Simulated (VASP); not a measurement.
# SrO (I4/mmm) in VASP: further runs

SrO is run at these levels: r2SCAN; tasks: single point.

Everything below comes from runs of VASP 6.6.1. Logs are shortened: lines on timing, memory, paths and dates and some standing lists are left out, and cuts for length are marked.

## (1) The cell of the first run

The structure is tetragonal, space group I4/mmm (No. 139). The conventional cell has a = 4.080 Å, b = 4.080 Å, c = 4.079 Å, α = 90.00°, β = 90.00°, γ = 90.00°. Within 2.7 Å of Sr (site symmetry 4/mmm) lie 2 O at 2.04 Å. Within 2.7 Å of O (site symmetry 4/mmm) lie 2 Sr at 2.04 Å.

## (2) Single point, r2SCAN

File POSCAR:

```
SrO
1.0
    0.0000000000      2.8846481840      2.0394462661
    2.8846481840      0.0000000000      2.0394462661
    2.8846481840      2.8846481840      0.0000000000
Sr O
1 1
Direct
    0.0000000000      0.0000000000      0.0000000000
    0.5000000000      0.5000000000      0.5000000000
```

File INCAR.step1:

```
ALGO     = Normal         # electronic algorithm
EDIFF    = 1E-4           # SCF threshold, eV
ENCUT    = 520            # plane-wave cutoff, eV
GGA      = PE             # functional
ISMEAR   = 0              # smearing method
LASPH    = True           # aspherical terms in the spheres
LCHARG   = False          # write CHGCAR
LREAL    = False          # projectors in reciprocal space
LWAVE    = True           # write WAVECAR
NBANDS   = 15             # bands
NELM     = 80             # most SCF steps
PREC     = Accurate       # precision mode
SIGMA    = 0.05           # smearing width, eV
```

File INCAR.step2:

```
ALGO     = Normal         # electronic algorithm
EDIFF    = 1E-6           # SCF threshold, eV
ENCUT    = 520            # plane-wave cutoff, eV
ISIF     = 2              # what is computed and relaxed
ISMEAR   = 0              # smearing method
ISTART   = 1            
LASPH    = True           # aspherical terms in the spheres
LCHARG   = False          # write CHGCAR
LMIXTAU  = True         
LREAL    = False          # projectors in reciprocal space
LWAVE    = False          # write WAVECAR
METAGGA  = R2SCAN         # meta-GGA
NBANDS   = 15             # bands
NELM     = 80             # most SCF steps
PREC     = Accurate       # precision mode
SIGMA    = 0.05           # smearing width, eV
```

File KPOINTS:

```
k-points
0
Gamma
  8 8 8
```

Potentials or basis: VASP PAW PBE potentials, release 64 (Sr_sv, O).

Started as:

```bash
cat potpaw_PBE.64/Sr_sv/POTCAR potpaw_PBE.64/O/POTCAR > POTCAR
cp INCAR.step1 INCAR
mpirun -np 1 vasp_std > vasp.out
cp INCAR.step2 INCAR
mpirun -np 1 vasp_std > vasp.out
```

OUTCAR:

```text
EDIFF = 1E-6
   ENCUT = 520
   ISIF = 2
   ISMEAR = 0
   ISTART = 1
   LASPH = True
   LREAL = False
   METAGGA = R2SCAN
   NELM = 80
   PREC = Accurate

 ion  position               nearest neighbor table
   1  0.000  0.000  0.000-   2 2.04   2 2.04   2 2.88   2 2.88   2 2.88   2 2.88
   2  0.500  0.500  0.500-   1 2.04   1 2.04   1 2.88   1 2.88   1 2.88   1 2.88

  LATTYP: Found a body centered tetragonal cell.
 ALAT       =     4.0795085845
 C/A-ratio  =     0.9998489886

  Lattice vectors:

 A1 = (   0.0000000000,  -2.8846481840,  -2.0394462661)
 A2 = (   0.0000000000,   2.8846481840,  -2.0394462661)
 A3 = (   2.8846481840,   0.0000000000,   2.0394462661)

Analysis of symmetry for initial positions (statically):
=====================================================================
 Subroutine PRICEL returns:
 Original cell was already a primitive cell.

 Routine SETGRP: Setting up the symmetry group for a
 body centered tetragonal supercell.

 Subroutine GETGRP returns: Found 16 space group operations
 (whereof 16 operations were pure point group operations)
 out of a pool of 16 trial point group operations.

The static configuration has the point symmetry D_4h.

Analysis of symmetry for dynamics (positions and initial velocities):
=====================================================================
 Subroutine PRICEL returns:
 Original cell was already a primitive cell.

 Routine SETGRP: Setting up the symmetry group for a
 body centered tetragonal supercell.

 Subroutine GETGRP returns: Found 16 space group operations
 (whereof 16 operations were pure point group operations)
 out of a pool of 16 trial point group operations.

The dynamic configuration has the point symmetry D_4h.

 Subroutine INISYM returns: Found 16 space group operations
 (whereof 16 operations are pure point group operations),
 and found     1 'primitive' translations

----------------------------------------------------------------------------------------

                                     Primitive cell

  volume of cell :      33.9413

  direct lattice vectors                    reciprocal lattice vectors
     0.000000000  2.884648184  2.039446266    -0.173331362  0.173331362  0.245164586
     2.884648184  0.000000000  2.039446266     0.173331362 -0.173331362  0.245164586
     2.884648184  2.884648184  0.000000000     0.173331362  0.173331362 -0.245164586

  length of vectors
     3.532780239  3.532780239  4.079508584     0.346688905  0.346688905  0.346688905

  position of ions in fractional coordinates (direct lattice)
     0.000000000  0.000000000  0.000000000
     0.500000000  0.500000000  0.500000000

  ion indices of the primitive-cell ions
   primitive index   ion index
                 1           1
                 2           2

----------------------------------------------------------------------------------------

 KPOINTS: k-points

Automatic generation of k-mesh.
 Grid dimensions read from file:
 generate k-points for:    8    8    8

 Generating k-lattice:

  Cartesian coordinates                     Fractional coordinates (reciprocal lattice)
    -0.021666420  0.021666420  0.030645573     0.125000000 -0.000000000  0.000000000
     0.021666420 -0.021666420  0.030645573    -0.000000000  0.125000000  0.000000000
     0.021666420  0.021666420 -0.030645573     0.000000000  0.000000000  0.125000000

  Length of vectors
     0.043336113  0.043336113  0.043336113

  Shift w.r.t. Gamma in fractional coordinates (k-lattice)
     0.000000000  0.000000000  0.000000000

 Subroutine IBZKPT returns following result:
 ===========================================

 Found     59 irreducible k-points:

 Following reciprocal coordinates:
            Coordinates               Weight
  0.000000  0.000000  0.000000      1.000000
  0.125000  0.000000  0.000000      8.000000
  0.250000  0.000000  0.000000      8.000000
  0.375000  0.000000  0.000000      8.000000
  0.500000  0.000000  0.000000      4.000000
  0.125000  0.125000  0.000000      2.000000
[... 16 lines left out ...]
  0.250000  0.000000  0.125000     16.000000
  0.375000  0.000000  0.125000     16.000000
 [... further k-points ...]
   k-points           NKPTS =     59   k-points in BZ     NKDIM =     59   number of bands    NBANDS=     15
   number of dos      NEDOS =    301   number of ions     NIONS =      2
   total plane-waves  NPLWV =  23520
   dimension x,y,z NGX =    28 NGY =   28 NGZ =   30
   dimension x,y,z NGXF=    56 NGYF=   56 NGZF=   60
   ions per type =               1   1
   NGX,Y,Z   is equivalent  to a cutoff of  13.18, 13.18, 12.23 a.u.
   NGXF,Y,Z  is equivalent  to a cutoff of  26.35, 26.35, 24.45 a.u.
 SYSTEM =  unknown system
   PREC   = accura    normal or accurate (medium, high low for compatibility)
   ISTART =      1    job   : 0-new  1-cont  2-samecut
   ICHARG =      0    charge: 1-file 2-atom 10-const
   ISPIN  =      1    spin polarized calculation?
   LNONCOLLINEAR =      F non collinear calculations
   LSORBIT =      F    spin-orbit coupling
   LASPH  =      T    aspherical Exc in radial PAW
   ENCUT  =  520.0 eV  38.22 Ry    6.18 a.u.   6.57  6.57  7.59*2*pi/ulx,y,z
   NELM   =     80;   NELMIN=  2; NELMDL=  0     # of ELM steps
   EDIFF  = 0.1E-05   stopping-criterion for ELM
   LREAL  =      F    real-space projection
   EDIFFG = 0.1E-04   stopping-criterion for IOM
   NSW    =      0    number of steps for IOM
   IBRION =     -1    ionic relax: 0-MD 1-quasi-New 2-CG
   NFREE  =      0    steps in history (QN), initial steepest desc. (CG)
   ISIF   =      2    stress and relaxation
   ISYM   =      2    0-nonsym 1-usesym 2-fastsym
   POTIM  = 0.5000    time-step for ionic-motion
   TEBEG  =    0.0;   TEEND  =   0.0 temperature during run
   PSTRESS=    0.0 pullay stress
   NELECT =      16.0000    total number of electrons
   NUPDOWN=      -1.0000    fix difference up-down
   EMIN   =  10.00;   EMAX   =-10.00  energy-range for DOS
   EFERMI =   0.00;   METHOD = LEGACY
   ISMEAR =     0;   SIGMA  =   0.05  broadening in eV -4-tet -1-fermi 0-gaus
   EFERMI_NEDOS =   21; number of points for ismear=-14 and -15
   IALGO  =     38    algorithm
   IMIX   =      4    mixing-type and parameters
     AMIX     =   0.40;   BMIX     =  1.00
     AMIX_MAG =   1.60;   BMIX_MAG =  1.00
  volume/ion in A,a.u.               =      16.97       114.52
  Fermi-wavevector in a.u.,A,eV,Ry     =   1.274106  2.407711 22.086959  1.623346
  Thomas-Fermi vector in A             =   2.406892
   LORBIT       =      0    0 simple, 1 ext, 2 COOP (PROOUT), +10 PAW based schemes
   METAGGA = R2SCAN    functional components
   LHFCALC =     F    Hartree Fock is set to
   AEXX    =    0.0000 exact exchange contribution
   IVDW    =     0    specifies the selected vdW correction
   LEPSILON=     F    determine dielectric tensor
   LRPA    =     F    only Hartree local field effects (RPA)
 non-spin polarized calculation
 Gauss-broadening in eV      SIGMA  =   0.05
  energy-cutoff  :      520.00
  volume of cell :       33.94
 maximum number of plane-waves:       937
 NGX is ok and might be reduce to    28
   NGX = 13   NGY = 13   NGZ = 15

 number of electron      16.0000000 magnetization

 Free energy of the ion-electron system (eV)
  ---------------------------------------------------
  ext. energy  EPLUGINS =         0.00000000
  ---------------------------------------------------
  free energy    TOTEN  =       -24.76219428 eV

  energy without entropy =      -24.76219428  energy(sigma->0) =      -24.76219428

 E-fermi :   4.0567     XC(G=0): -10.3882

 val. band max:        3.8532562158   @ k =   0.5000   0.5000   0.0000
 cond. band min:       4.2513707682   @ k =   0.0000   0.0000   0.0000
 fundamental gap:      0.3981145524
 Fermi energy:         4.0567000468

 k-point     1 :       0.0000    0.0000    0.0000
  band No.  band energies     occupation
      1     -31.5726      2.00000
      2     -14.8571      2.00000
      3     -13.2280      2.00000
      4     -12.6746      2.00000
      5     -12.6746      2.00000
      6       0.8953      2.00000
      7       0.8953      2.00000
      8       3.7534      2.00000
      9       4.2514      0.00000
     10       8.3043      0.00000
     11       8.3043      0.00000
     12       8.3235      0.00000
     13      10.4216      0.00000
     14      15.8287      0.00000
     15      16.5829      0.00000

 k-point     2 :       0.1250    0.0000    0.0000
  band No.  band energies     occupation
      1     -31.5435      2.00000
      2     -15.5680      2.00000
      3     -12.7455      2.00000
      4     -12.7188      2.00000
      5     -12.3336      2.00000
      6       0.5450      2.00000
      7       0.6783      2.00000
      8       3.1047      2.00000
      9       4.8487      0.00000
     10       8.6139      0.00000
     11       8.6936      0.00000
     12       8.8345      0.00000
     13      10.0931      0.00000
     14      16.7590      0.00000
     15      17.1705      0.00000

 k-point     3 :       0.2500    0.0000    0.0000
  band No.  band energies     occupation
      1     -31.4720      2.00000
      2     -16.5071      2.00000
      3     -12.8458      2.00000
      4     -12.8233      2.00000
      5     -10.9583      2.00000
      6      -0.1195      2.00000
      7       0.2246      2.00000
      8       1.6401      2.00000
      9       6.2843      0.00000
     10       8.8576      0.00000
     11       9.6100      0.00000
     12      10.2711      0.00000
     13      10.3779      0.00000
     14      16.7396      0.00000
     15      18.4369      0.00000
[... 343 lines left out ...]
 k-point    23 :       0.2500    0.0000    0.1250
  band No.  band energies     occupation
      1     -31.5035      2.00000
      2     -15.6499      2.00000
      3     -12.9676      2.00000
      4     -12.7318      2.00000
      5     -12.3522      2.00000
      6       0.1004      2.00000
      7       0.6005      2.00000
      8       3.1222      2.00000
      9       6.0618      0.00000
     10       8.0599      0.00000
     11       9.5223      0.00000
     12       9.8027      0.00000
     13      10.6976      0.00000
     14      16.6311      0.00000
     15      17.5844      0.00000

 k-point    24 :       0.3750    0.0000    0.1250
  band No.  band energies     occupation
      1     -31.4313      2.00000
      2     -16.5678      2.00000
      3     -13.0644      2.00000
      4     -12.8360      2.00000
      5     -11.0230      2.00000
      6      -0.3353      2.00000
      7       0.1313      2.00000
      8       1.6759      2.00000
      9       7.4926      0.00000
     10       8.7837      0.00000
     11      10.1673      0.00000
     12      11.0745      0.00000
     13      11.5220      0.00000
     14      15.3732      0.00000
     15      18.0972      0.00000

 [... further k-points ...]

------------------------ aborting loop because EDIFF is reached ----------------------------------------

  FORCE on cell =-STRESS in cart. coord.  units (eV):
  Direction    XX          YY          ZZ          XY          YZ          ZX
  --------------------------------------------------------------------------------------
  -------------------------------------------------------------------------------------
  Total       -0.9310786     -0.9310786     25.6843806      0.0000000      0.0000000      0.0000000
  in kB      -43.9510206    -43.9510206   1212.4161421      0.0000000      0.0000000      0.0000000
  external PRESSURE =     374.8380336 kB  Pullay stress =       0.0000000 kB

 VOLUME and BASIS-vectors are now :
 -----------------------------------------------------------------------------
  energy-cutoff  :      520.00
  volume of cell :       33.94
      direct lattice vectors                 reciprocal lattice vectors
     0.000000000  2.884648184  2.039446266    -0.173331362  0.173331362  0.245164586
     2.884648184  0.000000000  2.039446266     0.173331362 -0.173331362  0.245164586
     2.884648184  2.884648184  0.000000000     0.173331362  0.173331362 -0.245164586

 POSITION                                       TOTAL-FORCE (eV/Angst)
 -----------------------------------------------------------------------------------
      0.00000      0.00000      0.00000         0.000000     -0.000000     -0.000000
      2.88465      2.88465      2.03945        -0.000000      0.000000      0.000000
 -----------------------------------------------------------------------------------
    total drift:                                0.000000      0.000000      0.000000

  FREE ENERGIE OF THE ION-ELECTRON SYSTEM (eV)
  ---------------------------------------------------
  free  energy   TOTEN  =       -24.7621942809 eV

  energy  without entropy=      -24.7621942809  energy(sigma->0) =      -24.76219428
```

It took 76 s on 1 thread of Intel Xeon 6975P-C (Granite Rapids), shared host; peak memory 0.19 GiB.

Results:

- Free energy: -24.7622 eV
- Pressure: 37.5 GPa
- Band gap on the k mesh: 0.40 eV, indirect (least direct gap 0.45 eV)

Caveat: the PAW data sets were made with another functional, which shifts forces and pressure a little.

(Part 1 of 2 ends here.)
